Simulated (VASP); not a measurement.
Write the native input for VASP 6.6.1 that does the following.

```
Task                   : relaxation of cell and atoms
Functional             : r2SCAN
Potentials or basis    : VASP PAW PBE potentials, release 64 (In_d, Sb)
Cutoff                 : 600 eV
k mesh                 : 9 × 9 × 9
Occupations            : fermi-dirac, width 0.1 eV
Spin                   : no spin polarisation
Dipole correction      : no
Further INCAR settings : ALGO = Normal; EDIFF = 1e-06; IBRION = 2; EDIFFG = -0.01; NSW = 80; ISIF = 3
```

The system is InSb.

```xyz
2
Lattice="0.0000 3.2391 3.2391 3.2391 0.0000 3.2391 3.2391 3.2391 0.0000" Properties=species:S:1:pos:R:3 pbc="T T T"
In    0.0000    0.0000    0.0000
Sb    1.6196    1.6196    1.6196
```

The input as run:

POSCAR

```
InSb
1.0
    0.0000000000      3.2391000000      3.2391000000
    3.2391000000      0.0000000000      3.2391000000
    3.2391000000      3.2391000000      0.0000000000
In Sb
1 1
Direct
    0.0000000000      0.0000000000      0.0000000000
    0.2500000000      0.2500000000      0.2500000000
```

INCAR.step1

```
SYSTEM = InSb
PREC = Accurate ; ENCUT = 600
ISMEAR = -1 ; SIGMA = 0.1
LREAL = .FALSE. ; LASPH = .TRUE.
NELM = 80 ; GGA = PE
ALGO = Normal ; EDIFF = 1E-4
LWAVE = .TRUE. ; LCHARG = .FALSE.
```

INCAR.step2

```
SYSTEM = InSb
PREC = Accurate ; ENCUT = 600
EDIFF = 1E-6 ; ISMEAR = -1
SIGMA = 0.1 ; LREAL = .FALSE.
LASPH = .TRUE. ; NELM = 80
ALGO = Normal ; ISIF = 3
LWAVE = .FALSE. ; LCHARG = .FALSE.
METAGGA = R2SCAN ; LMIXTAU = .TRUE.
IBRION = 2 ; NSW = 80
EDIFFG = -0.01 ; ISTART = 1
```

KPOINTS

```
Automatic mesh
0
G
  9 9 9
  0 0 0
```

Potentials or basis: VASP PAW PBE potentials, release 64 (In_d, Sb).

The run is started by

```console
$ cat potpaw_PBE.64/In_d/POTCAR potpaw_PBE.64/Sb/POTCAR > POTCAR
$ cp INCAR.step1 INCAR
$ mpirun -np 1 vasp_std > vasp.out
$ cp INCAR.step2 INCAR
$ mpirun -np 1 vasp_std > vasp.out
```

It gave:

```yaml
Relaxed_volume: 35.25 Å³/atom
Relaxed_cell: a = 4.637 Å, b = 4.637 Å, c = 4.637 Å, α = 60.00°, β = 60.00°, γ = 60.00°
Space_group_after_relaxing_to_0.1_Å: F-43m (No. 216)
Energy_gained_by_relaxing: 6.6 meV/atom
Ionic_steps: 3
Pressure_after_relaxing: 0.0 GPa
```

Caveat: the PAW data sets were made with another functional, which shifts forces and pressure a little.

It took 13 min on 1 thread of Intel(R) Xeon(R) Platinum 8259CL CPU @ 2.50GHz (Skylake/Cascade Lake) (shared host), peak memory 0.28 GiB.
